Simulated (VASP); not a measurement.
A run of VASP 6.6.1 is set up as follows.

INCAR

```
PREC = Accurate
ENCUT = 520
EDIFF = 1E-6
ISMEAR = -1
SIGMA = 0.05
LREAL = F
LASPH = T
NELM = 100
ALGO = Normal
ISIF = 2
LWAVE = F
LCHARG = F
GGA = PE
NBANDS = 16
```

File KPOINTS:

```
Automatic mesh
0
Gamma
  13 13 13
```

Contents of POSCAR:

```
CdS
1.0
    0.0000000000      2.4277942750      2.4277942750
    2.4277942750      0.0000000000      2.4277942750
    2.4277942750      2.4277942750      0.0000000000
Cd S
1 1
Direct
    0.0000000000      0.0000000000      0.0000000000
    0.2500000000      0.2500000000      0.2500000000
```

Potentials or basis: VASP PAW PBE potentials, release 64 (Cd, S).

Run with:

```bash
$ cat potpaw_PBE.64/Cd/POTCAR potpaw_PBE.64/S/POTCAR > POTCAR
$ mpirun -np 1 vasp_std > vasp.out
```

(1) What does it give for the band gap on the k mesh?

(2) Estimate the pressure.

Results:

(1) 1.93 eV.

(2) 128.3 GPa.

Caveat: the cell stands under pressure; an odd mesh through Γ misses points on the zone boundary, where band edges can lie.
